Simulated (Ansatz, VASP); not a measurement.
Two plane-wave programs on Li2W

```
Li W
1.0
     2.19175   -1.47481    0.00000
     2.19175    1.47481    0.00000
    -2.01086    0.00000    7.53744
Li W
2 1
Direct
  0.84820 0.84820 0.67966
  0.15180 0.15180 0.32034
  0.50000 0.50000 0.00000
```

Change from the starting cell: the structure that the rattled cell fell into.

Alike in both runs: task single point; functional PBE; k mesh 8 × 8 × 2; occupations gaussian, width 0.1 eV; no spin polarisation.

```csv
,VASP,Ansatz
version,VASP 6.6.1,Ansatz 0.2.0
potentials or method,"VASP PAW PBE potentials, release 64 (Li_sv, W_sv), cutoff 520 eV","scalar-relativistic, plane waves, PAW"
valence electrons in the cell,20,20
```

|  | VASP | Ansatz | Ansatz less VASP |
| --- | --- | --- | --- |
| gap on the k mesh at the Fermi level (eV) | none | none | - |
| rms of the force components (eV/Å) | 0.013 | 0.014 | +0.0009 |

Atom by atom the forces differ by 0.001 eV/Å (rms over components). A gap of «none» marks a metal or a gap that the smearing closes.

The k mesh is coarse, so the values compare programs but aren't converged. Neither program's run includes spin-orbit coupling. Noted on VASP's run: the cutoff is short for stress, so the pressure is rough.
